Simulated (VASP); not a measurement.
# W (Im-3m) in VASP: a series of runs

W is run at these levels: LDA; tasks: relaxation of cell and atoms, single point.

All numbers are computed with VASP 6.6.1; they aren't measurements. Logs are shortened: lines on timing, memory, paths and dates and some standing lists are left out, and cuts for length are marked.

## Step 1: The cell of the first run

The structure is cubic, space group Im-3m (No. 229). Conventional cell: a = 3.138 Å, b = 3.138 Å, c = 3.138 Å, α = 90.00°, β = 90.00°, γ = 90.00°. W (site symmetry m-3m) has 14 W at 2.72 to 3.14 Å within 3.6 Å.

## Step 2: Relaxation of cell and atoms, LDA

INCAR reads:

```
SYSTEM = W
  ALGO = Normal
  EDIFF = 1E-6
  EDIFFG = -0.005
  ENCUT = 600
  IBRION = 2
  ISIF = 3
  ISMEAR = 0
  LASPH = .TRUE.
  LCHARG = .FALSE.
  LREAL = .FALSE.
  LWAVE = .FALSE.
  NELM = 80
  NSW = 100
  PREC = Accurate
  SIGMA = 0.1
```

KPOINTS reads:

```
k-points
0
G
  18 18 18
  0 0 0
```

POSCAR reads:

```
W
1.0
   -1.5688297493      1.5688297493      1.5688297493
    1.5688297493     -1.5688297493      1.5688297493
    1.5688297493      1.5688297493     -1.5688297493
W
1
Direct
    0.0000000000      0.0000000000      0.0000000000
```

Potentials or basis: VASP PAW LDA potentials, release 64 (W_sv).

Started as:

```
$ cat potpaw_LDA.64/W_sv/POTCAR > POTCAR
$ mpirun -np 1 vasp_std > vasp.out
```

OUTCAR:

```text
SYSTEM = W
   EDIFF = 1E-6
   EDIFFG = -0.005
   ENCUT = 600
   IBRION = 2
   ISIF = 3
   ISMEAR = 0
   LASPH = .TRUE.
   LREAL = .FALSE.
   NELM = 80
   NSW = 100
   PREC = Accurate

 ion  position               nearest neighbor table
   1  0.000  0.000  0.000-

  LATTYP: Found a body centered cubic cell.
 ALAT       =     3.1376594986

  Lattice vectors:

 A1 = (  -1.5688297493,   1.5688297493,   1.5688297493)
 A2 = (   1.5688297493,  -1.5688297493,   1.5688297493)
 A3 = (   1.5688297493,   1.5688297493,  -1.5688297493)

Analysis of symmetry for initial positions (statically):
=====================================================================
 Subroutine PRICEL returns:
 Original cell was already a primitive cell.

 Routine SETGRP: Setting up the symmetry group for a
 body centered cubic supercell.

 Subroutine GETGRP returns: Found 48 space group operations
[... 9 lines left out ...]

 Routine SETGRP: Setting up the symmetry group for a
 body centered cubic supercell.

 Subroutine GETGRP returns: Found 48 space group operations
[... 11 lines left out ...]
                                     Primitive cell

  volume of cell :      15.4450

  direct lattice vectors                    reciprocal lattice vectors
    -1.568829749  1.568829749  1.568829749     0.000000000  0.318708898  0.318708898
     1.568829749 -1.568829749  1.568829749     0.318708898  0.000000000  0.318708898
     1.568829749  1.568829749 -1.568829749     0.318708898  0.318708898  0.000000000

  length of vectors
     2.717292834  2.717292834  2.717292834     0.450722446  0.450722446  0.450722446

  position of ions in fractional coordinates (direct lattice)
     0.000000000  0.000000000  0.000000000

  ion indices of the primitive-cell ions
   primitive index   ion index
                 1           1

----------------------------------------------------------------------------------------

 KPOINTS: k-points

Automatic generation of k-mesh.
 Grid dimensions read from file:
 generate k-points for:   18   18   18

 Generating k-lattice:

  Cartesian coordinates                     Fractional coordinates (reciprocal lattice)
     0.000000000  0.017706050  0.017706050     0.055555556  0.000000000  0.000000000
     0.017706050  0.000000000  0.017706050     0.000000000  0.055555556  0.000000000
     0.017706050  0.017706050  0.000000000     0.000000000  0.000000000  0.055555556

  Length of vectors
     0.025040136  0.025040136  0.025040136

  Shift w.r.t. Gamma in fractional coordinates (k-lattice)
     0.000000000  0.000000000  0.000000000

 Subroutine IBZKPT returns following result:
 ===========================================

 Found    195 irreducible k-points:

 Following reciprocal coordinates:
            Coordinates               Weight
  0.000000  0.000000  0.000000      1.000000
  0.055556  0.000000  0.000000     12.000000
  0.111111  0.000000  0.000000     12.000000
  0.166667  0.000000  0.000000     12.000000
  0.222222  0.000000  0.000000     12.000000
  0.277778  0.000000  0.000000     12.000000
[... 16 lines left out ...]
  0.333333  0.111111  0.000000     48.000000
  0.388889  0.111111  0.000000     48.000000
 [... further k-points ...]
   k-points           NKPTS =    195   k-points in BZ     NKDIM =    195   number of bands    NBANDS=     11
   number of dos      NEDOS =    301   number of ions     NIONS =      1
   total plane-waves  NPLWV =  13824
   dimension x,y,z NGX =    24 NGY =   24 NGZ =   24
   dimension x,y,z NGXF=    48 NGYF=   48 NGZF=   48
   ions per type =               1
   NGX,Y,Z   is equivalent  to a cutoff of  14.68, 14.68, 14.68 a.u.
   NGXF,Y,Z  is equivalent  to a cutoff of  29.37, 29.37, 29.37 a.u.
 SYSTEM =  W
   PREC   = accura    normal or accurate (medium, high low for compatibility)
   ISTART =      0    job   : 0-new  1-cont  2-samecut
   ICHARG =      2    charge: 1-file 2-atom 10-const
   ISPIN  =      1    spin polarized calculation?
   LNONCOLLINEAR =      F non collinear calculations
   LSORBIT =      F    spin-orbit coupling
   LASPH  =      T    aspherical Exc in radial PAW
   ENCUT  =  600.0 eV  44.10 Ry    6.64 a.u.   5.43  5.43  5.43*2*pi/ulx,y,z
   NELM   =     80;   NELMIN=  2; NELMDL= -5     # of ELM steps
   EDIFF  = 0.1E-05   stopping-criterion for ELM
   LREAL  =      F    real-space projection
   EDIFFG = -.5E-02   stopping-criterion for IOM
   NSW    =    100    number of steps for IOM
   IBRION =      2    ionic relax: 0-MD 1-quasi-New 2-CG
   NFREE  =      1    steps in history (QN), initial steepest desc. (CG)
   ISIF   =      3    stress and relaxation
   ISYM   =      2    0-nonsym 1-usesym 2-fastsym
   POTIM  = 0.5000    time-step for ionic-motion
   TEBEG  =    0.0;   TEEND  =   0.0 temperature during run
   PSTRESS=    0.0 pullay stress
   NELECT =      14.0000    total number of electrons
   NUPDOWN=      -1.0000    fix difference up-down
   EMIN   =  10.00;   EMAX   =-10.00  energy-range for DOS
   EFERMI =   0.00;   METHOD = LEGACY
   ISMEAR =     0;   SIGMA  =   0.10  broadening in eV -4-tet -1-fermi 0-gaus
   EFERMI_NEDOS =   21; number of points for ismear=-14 and -15
   IALGO  =     38    algorithm
   IMIX   =      4    mixing-type and parameters
     AMIX     =   0.40;   BMIX     =  1.00
     AMIX_MAG =   1.60;   BMIX_MAG =  1.00
  volume/ion in A,a.u.               =      15.44       104.23
  Fermi-wavevector in a.u.,A,eV,Ry     =   1.584364  2.994014 34.153481  2.510210
  Thomas-Fermi vector in A             =   2.683993
   LORBIT       =      0    0 simple, 1 ext, 2 COOP (PROOUT), +10 PAW based schemes
   GGA     = CA    functional components
   LHFCALC =     F    Hartree Fock is set to
   AEXX    =    0.0000 exact exchange contribution
   IVDW    =     0    specifies the selected vdW correction
   LEPSILON=     F    determine dielectric tensor
   LRPA    =     F    only Hartree local field effects (RPA)
 conjugate gradient relaxation of ions
 non-spin polarized calculation
 Gauss-broadening in eV      SIGMA  =   0.10
  energy-cutoff  :      600.00
  volume of cell :       15.44
 maximum number of plane-waves:       533
 NGX is ok and might be reduce to    24
   NGX = 11   NGY = 11   NGZ = 11

--------------------------------------- Ionic step        1  -------------------------------------------

 number of electron      14.0000000 magnetization

 Free energy of the ion-electron system (eV)
  ---------------------------------------------------
  ext. energy  EPLUGINS =         0.00000000
  ---------------------------------------------------
  free energy    TOTEN  =       -14.10112107 eV

  energy without entropy =      -14.09738491  energy(sigma->0) =      -14.09925299

------------------------ aborting loop because EDIFF is reached ----------------------------------------

  FORCE on cell =-STRESS in cart. coord.  units (eV):
  Direction    XX          YY          ZZ          XY          YZ          ZX
  --------------------------------------------------------------------------------------
  -------------------------------------------------------------------------------------
  Total        0.1378059      0.1378059      0.1378059      0.0000000      0.0000000      0.0000000
  in kB       14.2952212     14.2952212     14.2952212      0.0000000      0.0000000      0.0000000
  external PRESSURE =      14.2952212 kB  Pullay stress =       0.0000000 kB

 VOLUME and BASIS-vectors are now :
 -----------------------------------------------------------------------------
  energy-cutoff  :      600.00
  volume of cell :       15.44
      direct lattice vectors                 reciprocal lattice vectors
    -1.568829749  1.568829749  1.568829749     0.000000000  0.318708898  0.318708898
     1.568829749 -1.568829749  1.568829749     0.318708898  0.000000000  0.318708898
     1.568829749  1.568829749 -1.568829749     0.318708898  0.318708898  0.000000000

 POSITION                                       TOTAL-FORCE (eV/Angst)
 -----------------------------------------------------------------------------------
      0.00000      0.00000      0.00000        -0.000000     -0.000000     -0.000000
 -----------------------------------------------------------------------------------
    total drift:                                0.000000      0.000000      0.000000

  FREE ENERGIE OF THE ION-ELECTRON SYSTEM (eV)
  ---------------------------------------------------
  free  energy   TOTEN  =       -14.1011210737 eV

  energy  without entropy=      -14.0973849061  energy(sigma->0) =      -14.09925299

--------------------------------------- Ionic step        2  -------------------------------------------

 number of electron      14.0000001 magnetization

------------------------ aborting loop because EDIFF is reached ----------------------------------------

  FORCE on cell =-STRESS in cart. coord.  units (eV):
  Direction    XX          YY          ZZ          XY          YZ          ZX
  --------------------------------------------------------------------------------------
  -------------------------------------------------------------------------------------
  Total       -0.5004730     -0.5004730     -0.5004730     -0.0000000     -0.0000000      0.0000000
  in kB      -50.8944855    -50.8944855    -50.8944855     -0.0000000     -0.0000000      0.0000000
  external PRESSURE =     -50.8944855 kB  Pullay stress =       0.0000000 kB

 VOLUME and BASIS-vectors are now :
 -----------------------------------------------------------------------------
  energy-cutoff  :      600.00
  volume of cell :       15.76
      direct lattice vectors                 reciprocal lattice vectors
    -1.579259520  1.579259520  1.579259520     0.000000000  0.316604075  0.316604075
     1.579259520 -1.579259520  1.579259520     0.316604075  0.000000000  0.316604075
     1.579259520  1.579259520 -1.579259520     0.316604075  0.316604075  0.000000000

 POSITION                                       TOTAL-FORCE (eV/Angst)
 -----------------------------------------------------------------------------------
      1.57926      1.57926      1.57926        -0.000000     -0.000000      0.000000
 -----------------------------------------------------------------------------------
    total drift:                               -0.000000     -0.000000      0.000000

  FREE ENERGIE OF THE ION-ELECTRON SYSTEM (eV)
  ---------------------------------------------------
  free  energy   TOTEN  =       -14.0974733142 eV

  energy  without entropy=      -14.0938902039  energy(sigma->0) =      -14.09568176

--------------------------------------- Ionic step        3  -------------------------------------------

 number of electron      14.0000000 magnetization

 Free energy of the ion-electron system (eV)
  ---------------------------------------------------
  ext. energy  EPLUGINS =         0.00000000
  ---------------------------------------------------
  free energy    TOTEN  =       -14.10141443 eV

  energy without entropy =      -14.09771353  energy(sigma->0) =      -14.09956398

 E-fermi :  11.6239     XC(G=0): -13.9522

 val. band max:       11.6011984580   @ k =  -0.4444   0.4444   0.2778
 cond. band min:      11.6252754239   @ k =  -0.2778   0.3333   0.2222
 fundamental gap:      0.0240769659
 Fermi energy:        11.6238808405

 k-point     1 :       0.0000    0.0000    0.0000
  band No.  band energies     occupation
      1     -62.0848      2.00000
      2     -25.8582      2.00000
      3     -25.8582      2.00000
      4     -25.8582      2.00000
      5       1.9750      2.00000
      6      10.3386      2.00000
      7      10.3386      2.00000
      8      10.3386      2.00000
      9      13.8755      0.00000
     10      13.8755      0.00000
     11      26.2620      0.00000
[... 309 lines left out ...]
 k-point    24 :       0.3889    0.1111    0.0000
  band No.  band energies     occupation
      1     -61.9323      2.00000
      2     -27.1784      2.00000
      3     -26.3527      2.00000
      4     -25.9295      2.00000
      5       5.6978      2.00000
      6       8.1108      2.00000
      7      11.1746      2.00000
      8      13.6712      0.00000
      9      15.0419      0.00000
     10      18.2676      0.00000
     11      22.8852      0.00000

 [... further k-points ...]
[... 5 lines left out ...]
  --------------------------------------------------------------------------------------
  -------------------------------------------------------------------------------------
  Total       -0.0033150     -0.0033150     -0.0033150      0.0000000      0.0000000     -0.0000000
  in kB       -0.3424164     -0.3424164     -0.3424164      0.0000000      0.0000000     -0.0000000
  external PRESSURE =      -0.3424164 kB  Pullay stress =       0.0000000 kB

 VOLUME and BASIS-vectors are now :
 -----------------------------------------------------------------------------
  energy-cutoff  :      600.00
  volume of cell :       15.51
      direct lattice vectors                 reciprocal lattice vectors
    -1.571055831  1.571055831  1.571055831     0.000000000  0.318257308  0.318257308
     1.571055831 -1.571055831  1.571055831     0.318257308  0.000000000  0.318257308
     1.571055831  1.571055831 -1.571055831     0.318257308  0.318257308  0.000000000

 POSITION                                       TOTAL-FORCE (eV/Angst)
 -----------------------------------------------------------------------------------
      0.00000      0.00000      0.00000        -0.000000     -0.000000      0.000000
 -----------------------------------------------------------------------------------
    total drift:                               -0.000000      0.000000      0.000000

  FREE ENERGIE OF THE ION-ELECTRON SYSTEM (eV)
  ---------------------------------------------------
  free  energy   TOTEN  =       -14.1014144303 eV

  energy  without entropy=      -14.0977135341  energy(sigma->0) =      -14.09956398

 reached required accuracy - stopping structural energy minimisation
```

Wall time 32 s (1 thread of Intel Xeon Platinum 8488C (Sapphire Rapids), shared host); peak memory 0.16 GiB.

Results:

* Free energy: -14.1014 eV
* Relaxed volume: 15.51 Å³/atom
* Relaxed cell: a = 2.721 Å, b = 2.721 Å, c = 2.721 Å, α = 109.47°, β = 109.47°, γ = 109.47°
* Space group after relaxing (to 0.05 Å): Im-3m (No. 229)
* Energy gained by relaxing: 0.3 meV/atom
* Ionic steps: 3
* Pressure after relaxing: 0.0 GPa
* Band gap on the k mesh: zero (band 7 reaches 16.94 eV, above the bottom of band 8 at 10.34 eV)

Step by step:
```
step  energy change (eV)  largest force (eV/Å)  pressure (GPa)  volume (Å³)
   1              0.0000                0.0000            1.43        15.44
   2              0.0036                0.0000           -5.09        15.76
   3             -0.0003                0.0000           -0.03        15.51
```

Final structure:
```
W
1.0
    -1.57106    1.57106    1.57106
     1.57106   -1.57106    1.57106
     1.57106    1.57106   -1.57106
W
1
Direct
  0.00000 0.00000 0.00000
```

Caveat: spin-orbit coupling is left out, which moves the levels of the heavy elements.

## Step 3: Relaxation of cell and atoms, LDA

INCAR reads:

```
  ALGO = Normal
  EDIFF = 1E-6
  EDIFFG = -0.001
  ENCUT = 600
  GGA = CA
  IBRION = 2
  ISIF = 3
  ISMEAR = -1
  LASPH = T
  LCHARG = F
  LREAL = F
  LWAVE = F
  NELM = 60
  NSW = 80
  PREC = Accurate
  SIGMA = 0.15
```

KPOINTS reads:

```
k-points
0
Gamma
  20 20 20
```

POSCAR reads:

```
W
1.0
   -1.5679411336      1.5679411336      1.5679411336
    1.5679411336     -1.5679411336      1.5679411336
    1.5679411336      1.5679411336     -1.5679411336
W
1
Direct
    0.0000000000      0.0000000000      0.0000000000
```

Potentials or basis: VASP PAW LDA potentials, release 64 (W_sv).

Started as:

```
$ cat potpaw_LDA.64/W_sv/POTCAR > POTCAR
$ mpirun -np 1 vasp_std > vasp.out
```

Wall time 2.6 min (1 thread of Intel Xeon Platinum 8488C (Sapphire Rapids), shared host); peak memory 0.19 GiB.

It converged, with:

```
Free energy                            : -14.1244 eV
Relaxed volume                         : 15.50 Å³/atom
Relaxed cell                           : a = 2.721 Å, b = 2.721 Å, c = 2.721 Å, α = 109.47°, β = 109.47°, γ = 109.47°
Space group after relaxing (to 0.05 Å) : Im-3m (No. 229)
Energy gained by relaxing              : 0.5 meV/atom
Ionic steps                            : 43
Pressure after relaxing                : 0.0 GPa
Band gap on the k mesh                 : zero (band 7 reaches 16.96 eV, above the bottom of band 8 at 10.35 eV)
```

Step by step:
| step | energy change (eV) | largest force (eV/Å) | pressure (GPa) | volume (Å³) |
| --- | --- | --- | --- | --- |
| 1 | 0.0000 | 0.0000 | 1.83 | 15.42 |
| 3 | -0.0005 | 0.0000 | -0.05 | 15.50 |
| 5 | -0.0005 | 0.0000 | 0.03 | 15.50 |
| 7 | -0.0005 | 0.0000 | 0.04 | 15.50 |
| 9 | -0.0005 | 0.0000 | 0.04 | 15.50 |
| 11 | -0.0005 | 0.0000 | 0.04 | 15.50 |
| 13 | -0.0005 | 0.0000 | 0.04 | 15.50 |
| 15 | -0.0005 | 0.0000 | 0.04 | 15.50 |
| 17 | -0.0005 | 0.0000 | 0.07 | 15.50 |
| 19 | -0.0005 | 0.0000 | -0.07 | 15.50 |
| 21 | -0.0005 | 0.0000 | -0.05 | 15.50 |
| 23 | -0.0005 | 0.0000 | -0.02 | 15.50 |
| 25 | -0.0005 | 0.0000 | -0.01 | 15.50 |
| 27 | -0.0005 | 0.0000 | -0.04 | 15.50 |
| 29 | -0.0005 | 0.0000 | 0.08 | 15.50 |
| 31 | -0.0005 | 0.0000 | 0.03 | 15.50 |
| 33 | -0.0005 | 0.0000 | 0.03 | 15.50 |
| 35 | -0.0005 | 0.0000 | 0.06 | 15.50 |
| 37 | -0.0005 | 0.0000 | -0.11 | 15.50 |
| 39 | -0.0005 | 0.0000 | -0.05 | 15.50 |
| 41 | -0.0005 | 0.0000 | -0.03 | 15.50 |
| 43 | -0.0005 | 0.0000 | 0.00 | 15.50 |

Final structure:
```yaml
crystal:
  lattice:
    - [-1.57075, 1.57075, 1.57075]
    - [1.57075, -1.57075, 1.57075]
    - [1.57075, 1.57075, -1.57075]
  atoms:
    - { symbol: W, position: [0.00000, 0.00000, 0.00000] }
```

Levels at points of the mesh, in eV from the Fermi level:
```csv
k point,band 3,band 4,band 5,band 6,band 7,band 8,band 9,band 10,band 11
"(0.00, 0.00, 0.00)",-37.50,-37.50,-9.68,-1.31,-1.31,-1.31,2.23,2.23,14.62
"(0.50, 0.00, 0.00)",-37.96,-37.51,-6.41,-3.70,0.91,2.15,3.14,6.33,11.45
"(0.50, 0.50, 0.50)",-38.48,-38.48,-6.04,-6.04,5.30,5.30,5.30,8.53,8.53
```

Caveat: spin-orbit coupling is left out, which moves the levels of the heavy elements.

## Step 4: Single point, LDA

This run uses another cell than the first one, of 16.30 Å³/atom, 1.055 times its volume.

INCAR reads:

```
SYSTEM = W
  ALGO = Normal
  EDIFF = 1E-6
  ENCUT = 500
  GGA = CA
  GGA_COMPAT = .FALSE.
  ISIF = 2
  ISMEAR = 0
  LASPH = .TRUE.
  LCHARG = .FALSE.
  LREAL = .FALSE.
  LWAVE = .FALSE.
  NBANDS = 13
  NELM = 120
  PREC = Accurate
  SIGMA = 0.1
```

KPOINTS reads:

```
k-points
0
G
  8 8 8
  0 0 0
```

POSCAR reads:

```
W
1.0
   -1.5973000000      1.5973000000      1.5973000000
    1.5973000000     -1.5973000000      1.5973000000
    1.5973000000      1.5973000000     -1.5973000000
W
1
Direct
    0.0000000000      0.0000000000      0.0000000000
```

Started as:

```
$ cat potpaw_LDA.64/W_sv/POTCAR > POTCAR
$ mpirun -np 1 vasp_std > vasp.out
```

Wall time 2.8 s (1 thread of Intel Xeon 6975P-C (Granite Rapids), shared host); peak memory 0.11 GiB.

It converged, with:

```yaml
Free_energy: -14.0657 eV
Pressure: -14.8 GPa
Band_gap_on_the_k_mesh: zero (band 7 reaches 15.86 eV, above the bottom of band 8 at 9.70 eV)
```

Levels at points of the mesh, in eV from the Fermi level:
| k point | band 5 | band 6 | band 7 | band 8 | band 9 | band 10 |
| --- | --- | --- | --- | --- | --- | --- |
| (0.00, 0.00, 0.00) | -9.16 | -0.98 | -0.98 | -0.98 | 2.34 | 2.34 |
| (0.50, 0.00, 0.00) | -5.85 | -3.22 | 0.97 | 2.23 | 3.16 | 6.11 |
| (0.50, 0.50, 0.50) | -5.40 | -5.40 | 5.17 | 5.17 | 5.17 | 8.36 |

Caveat: spin-orbit coupling is left out, which moves the levels of the heavy elements.

## Step 5: Overview

```csv
task,cell,k mesh,cutoff (eV),smearing,gap on the mesh (eV),pressure (GPa),relaxed volume (Å³/atom)
relaxation of cell and atoms,"relaxed from a = 2.717 Å, angles 109.5°, 1 atom",18 × 18 × 18,600,gaussian 0.1 eV,none,0.0,15.51
relaxation of cell and atoms,"relaxed from a = 2.716 Å, angles 109.5°, 1 atom",20 × 20 × 20,600,fermi-dirac 0.15 eV,none,0.0,15.50
single point,"a = 2.767 Å, angles 109.5°, 1 atom",8 × 8 × 8,500,gaussian 0.1 eV,none,-14.8,-
```

Alike in all rows: level LDA; potentials or basis VASP PAW LDA potentials, release 64 (W_sv); no spin polarisation.

Caveats: spin-orbit coupling is left out, which moves the levels of the heavy elements.

Total energies depend on the potentials used, so only differences within one code and one set of settings carry meaning.
